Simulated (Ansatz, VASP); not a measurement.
**PbS: VASP beside Ansatz**

INCAR

```
  PREC = Accurate
  ENCUT = 500
  EDIFF = 1E-6
  ISMEAR = 0
  SIGMA = 0.1
  LREAL = F
  LASPH = T
  NELM = 120
  ALGO = Normal
  ISIF = 2
  LWAVE = F
  LCHARG = F
  GGA = PE
  NBANDS = 17
  GGA_COMPAT = F
```

File KPOINTS:

```
Automatic mesh
0
Gamma
  4 4 4
```

Contents of POSCAR:

```
PbS
1.0
    3.8167726850      0.0000000000      0.0000000000
    0.0000000000      3.8167726850      0.0000000000
    0.0000000000      0.0000000000      3.8167726850
Pb S
1 1
Direct
    0.0000000000      0.0000000000      0.0000000000
    0.5000000000      0.5000000000      0.5000000000
```

Input for Ansatz:

```yaml
crystal:
  lattice:
    - [3.816772685, 0.0, 0.0]
    - [0.0, 3.816772685, 0.0]
    - [0.0, 0.0, 3.816772685]
  atoms:
    - { symbol: Pb, position: [0.0, 0.0, 0.0] }
    - { symbol: S, position: [0.5, 0.5, 0.5] }
basis:
  ecutwfc: 420
kpoints:
  mp_grid: { grid: [4, 4, 4] }
hamiltonian:
  xc: pbe
scf:
  occupations: { method: gaussian, width: 0.1 }
output:
  forces: true
  stress: true
  eigenvalues: true
```

Alike in both runs: task single point; functional PBE; k mesh 4 × 4 × 4; occupations gaussian, width 0.1 eV; no spin polarisation.

```csv
,VASP,Ansatz
version,VASP 6.6.1,Ansatz 0.2.0
potentials or method,"VASP PAW PBE potentials, release 64 (Pb_d, S), cutoff 500 eV","scalar-relativistic, plane waves, PAW"
valence electrons in the cell,20,20
```

Ansatz gave:

* gap on the k mesh at the Fermi level (eV): none
* pressure (GPa): -5.3

Task: Estimate VASP's values.

Result: gap on the k mesh at the Fermi level (eV): none; pressure (GPa): -5.4.

A gap of «none» marks a metal or a gap that the smearing closes.

The k mesh is coarse, so the values compare programs but aren't converged. Spin-orbit coupling is off throughout.
